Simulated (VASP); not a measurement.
BaTiO3, 5 atoms in the cell. It takes space group R3m (No. 160, trigonal). Conventional cell: a = 5.726 Å, b = 5.726 Å, c = 7.069 Å, α = 90.00°, β = 90.00°, γ = 120.00°. Within 3.4 Å of Ba (site symmetry 3m) lie 12 O at 2.49 to 3.28 Å and 4 Ti at 2.83 to 3.34 Å. Within 2.5 Å of Ti (site symmetry 3m) lie 6 O at 1.87 to 2.21 Å. O (site symmetry m) has 2 Ti at 1.87 to 2.21 Å and 1 Ba at 2.49 Å within 2.5 Å.  This cell differs from its parent crystal: atom 1 (Ba) moved +0.600 Å towards its neighbour atom 2 (Ti) at 3.434 Å.

- Program: VASP 6.6.1
- Task: single point
- Functional: PBE
- Potentials or basis: VASP PAW PBE potentials, release 64 (Ba_sv, Ti_sv, O)
- Cutoff: 520 eV
- k mesh: 6 × 6 × 6
- Occupations: gaussian, width 0.05 eV
- Spin: no spin polarisation
- Dipole correction: no
- Further INCAR settings: ALGO = Normal; EDIFF = 1e-06; NBANDS = 28

Potentials or basis: VASP PAW PBE potentials, release 64 (Ba_sv, Ti_sv, O).

Run with:

```bash
$ cat potpaw_PBE.64/Ba_sv/POTCAR potpaw_PBE.64/Ti_sv/POTCAR potpaw_PBE.64/O/POTCAR > POTCAR
$ mpirun -np 1 vasp_std > vasp.out
```

Hardware: 1 thread of Intel Xeon 8259CL, with other jobs on the host.

Task: How long does it take, and how much memory?

Result: It took 120 s on 1 thread of Intel Xeon 8259CL, with other jobs on the host, peak memory 0.21 GiB. Counts: scf iterations 15, k points 32.
